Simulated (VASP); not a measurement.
Here is a VASP 6.6.1 calculation.

Contents of INCAR:

```
SYSTEM = Sb
PREC     = Accurate       ! precision mode
ENCUT    = 520            ! plane-wave cutoff, eV
EDIFF    = 1E-6           ! SCF threshold, eV
ISMEAR   = -1             ! smearing method
SIGMA    = 0.1            ! smearing width, eV
LREAL    = .FALSE.        ! projectors in reciprocal space
LASPH    = .TRUE.         ! aspherical terms in the spheres
NELM     = 100            ! most SCF steps
ALGO     = Normal         ! electronic algorithm
ISIF     = 2              ! what is computed and relaxed
LWAVE    = .FALSE.        ! write WAVECAR
LCHARG   = .TRUE.         ! write CHGCAR
LELF     = .TRUE.         ! ELF
LVHAR    = .TRUE.       
NBANDS   = 12             ! bands
```

Contents of KPOINTS:

```
Automatic mesh
0
G
  10 10 10
  0 0 0
```

Contents of POSCAR:

```
Sb
1.0
    0.0000000000      3.1622622610      3.1622622610
    3.1622622610      0.0000000000      3.1622622610
    3.1622622610      3.1622622610      0.0000000000
Sb
2
Direct
   -0.1250000000     -0.1250000000     -0.1250000000
    0.1250000000      0.1250000000      0.1250000000
```

Potentials or basis: VASP PAW LDA potentials, release 64 (Sb).

Run with:

```console
$ cat potpaw_LDA.64/Sb/POTCAR > POTCAR
$ mpirun -np 1 vasp_std > vasp.out
```

**Question.** Predict the band gap on the k mesh.

**Answer.** Zero (band 5 reaches 7.71 eV, above the bottom of band 6 at 5.90 eV).

**Question.** What does it give for the pressure?

**Answer.** 13.5 GPa.

Caveat: spin-orbit coupling is left out, which moves the levels of the heavy elements.
